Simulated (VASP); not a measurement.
Set up this calculation in VASP 6.6.1, as the native input.

| Property | Result |
| --- | --- |
| Task | single point |
| Functional | PBE |
| Potentials or basis | VASP PAW PBE potentials, release 64 (Sm_3, Ta_pv, Cl), 4f in core |
| Cutoff | 500 eV |
| k mesh | 4 × 4 × 2 |
| Occupations | gaussian, width 0.2 eV |
| Spin | no spin polarisation |
| Dipole correction | no |
| Mended | yes |
| Further INCAR settings | ALGO = Normal; EDIFF = 1e-06; NBANDS = 38 |

The structure of SmTa3Cl2 lies in POSCAR:

```
SmTa3Cl2
1.0
    4.8217183775     -0.0000000031      0.0000000000
   -2.4108591861      4.1757306063      0.0000000000
    0.0000000000      0.0000000000      9.6599135662
Sm Ta Cl
1 3 2
Direct
    0.0000000000      0.0000000000      0.5000000000
    0.3358444797      0.0000000000      0.0000000000
    0.0000000000      0.3358444797      0.0000000000
    0.6641555203      0.6641555203      0.0000000000
    0.0000000000      0.0000000000      0.2206346451
    0.0000000000      0.0000000000      0.7793653549
```

The cell was built from a structure type or drawn by symmetry, and may not be a known phase.

The input as run:

INCAR

```
PREC = Accurate
ENCUT = 500
EDIFF = 1E-6
ISMEAR = 0
SIGMA = 0.2
LREAL = False
LASPH = True
NELM = 200
ALGO = Normal
ISIF = 2
LWAVE = False
LCHARG = False
GGA = PE
NBANDS = 38
GGA_COMPAT = False
LMAXMIX = 6
```

KPOINTS

```
Automatic mesh
0
Gamma
  4 4 2
```

Potentials or basis: VASP PAW PBE potentials, release 64 (Sm_3, Ta_pv, Cl), 4f in core.

The run is started by

```sh
$ cat potpaw_PBE.64/Sm_3/POTCAR potpaw_PBE.64/Ta_pv/POTCAR potpaw_PBE.64/Cl/POTCAR > POTCAR
$ mpirun -np 1 vasp_std > vasp.out
```

It gave:

| Quantity | Value |
| --- | --- |
| Pressure | 0.1 GPa |
| Largest force | 0.041 eV/Å |
| Band gap on the k mesh | zero (bands 29 and 30 overlap by 0.66 eV) |

Caveat: the k points lie up to 0.38 Å⁻¹ apart, too coarse for converged energies and pressures of a metal; spin-orbit coupling is left out, which moves the levels of the heavy elements; the 4f electrons are frozen in the core, so they carry no moment and show no levels; the run has no spin polarisation, though such a crystal can be magnetic.

It took 54 s on 1 thread of Intel(R) Xeon(R) Platinum 8259CL CPU @ 2.50GHz (Skylake/Cascade Lake), on a shared host, peak memory 0.31 GiB.
